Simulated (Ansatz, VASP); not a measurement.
## BP in VASP and in Ansatz

```
CELL_PARAMETERS angstrom
0.00000 2.26007 2.26007
2.26007 0.00000 2.26007
2.26007 2.26007 0.00000
ATOMIC_POSITIONS crystal
B 0.00000 0.00000 0.00000
P 0.25000 0.25000 0.25000
```

Alike in both runs: task single point; functional PBEsol; k mesh 8 × 8 × 8; no spin polarisation.

|  | VASP | Ansatz |
| --- | --- | --- |
| version | VASP 6.6.1 | Ansatz 0.2.0 |
| potentials or method | VASP PAW PBE potentials, release 64 (B, P), cutoff 500 eV | scalar-relativistic, plane waves, PAW |
| occupations | gaussian, width 0.01 eV | fixed |
| valence electrons in the cell | 8 | 8 |

Ansatz gave:

```
gap on the k mesh at the Fermi level (eV) : 1.15
least direct gap on the mesh (eV)         : 3.38
```

**Question.** Which values does VASP return?

**Answer.** gap on the k mesh at the Fermi level (eV): 1.15; least direct gap on the mesh (eV): 3.37.

VASP's potentials were made for PBE, not for PBEsol, and Ansatz warns of the same on its side.
